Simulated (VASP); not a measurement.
Here is a VASP 6.6.1 calculation.

INCAR

```
SYSTEM = SnSe
PREC = Accurate
ENCUT = 520
EDIFF = 1E-6
ISMEAR = 0
SIGMA = 0.03
LREAL = .False.
LASPH = .True.
NELM = 80
ALGO = Normal
ISIF = 2
LWAVE = .False.
LCHARG = .True.
GGA = PE
LELF = .True.
LVHAR = .True.
NBANDS = 17
```

KPOINTS

```
regular mesh
0
Gamma
  8 8 8
  0 0 0
```

File POSCAR:

```
SnSe
1.0
    0.0000000000      3.0100000000      3.0100000000
    3.0100000000      0.0000000000      3.0100000000
    3.0100000000      3.0100000000      0.0000000000
Sn Se
1 1
Direct
    0.0000000000      0.0000000000      0.0000000000
    0.5000000000      0.5000000000      0.5000000000
```

Potentials or basis: VASP PAW PBE potentials, release 64 (Sn_d, Se).

Launch:

```bash
$ cat potpaw_PBE.64/Sn_d/POTCAR potpaw_PBE.64/Se/POTCAR > POTCAR
$ mpirun -np 1 vasp_std > vasp.out
```

**Question.** Estimate the pressure.

**Answer.** 0.9 GPa.

**Question.** Estimate the band gap on the k mesh.

**Answer.** 0.58 eV, direct.

Caveat: spin-orbit coupling is left out, which moves the levels of the heavy elements. A k mesh can miss the band edges.
